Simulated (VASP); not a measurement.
Here is a VASP 6.6.1 calculation.

File INCAR:

```
PREC = Accurate
ENCUT = 520
EDIFF = 1E-6
ISMEAR = 0
SIGMA = 0.1
LREAL = F
LASPH = T
NELM = 100
ALGO = Normal
ISIF = 2
LWAVE = F
LCHARG = F
GGA = PE
NBANDS = 40
```

KPOINTS

```
Automatic mesh
0
Gamma
  8 8 8
```

POSCAR

```
NbC4
1.0
    0.0000000000      4.4800721656      4.4800721656
    4.4800721656      0.0000000000      4.4800721656
    4.4800721656      4.4800721656      0.0000000000
Nb C
2 8
Direct
    0.5000000000      0.5000000000      0.5000000000
    0.7500000000      0.7500000000      0.7500000000
    0.1250000000      0.1250000000      0.1250000000
    0.1250000000      0.1250000000      0.6250000000
    0.1250000000      0.6250000000      0.1250000000
    0.6250000000      0.1250000000      0.1250000000
    0.6250000000      0.6250000000      0.6250000000
    0.6250000000      0.6250000000      0.1250000000
    0.6250000000      0.1250000000      0.6250000000
    0.1250000000      0.6250000000      0.6250000000
```

Potentials or basis: VASP PAW PBE potentials, release 64 (Nb_sv, C).

Run with:

```sh
$ cat potpaw_PBE.64/Nb_sv/POTCAR potpaw_PBE.64/C/POTCAR > POTCAR
$ mpirun -np 1 vasp_std > vasp.out
```

**Question.** Estimate the band gap on the k mesh.

**Answer.** Zero (bands 29 and 30 overlap by 1.14 eV).

**Question.** Predict the pressure.

**Answer.** -0.1 GPa.
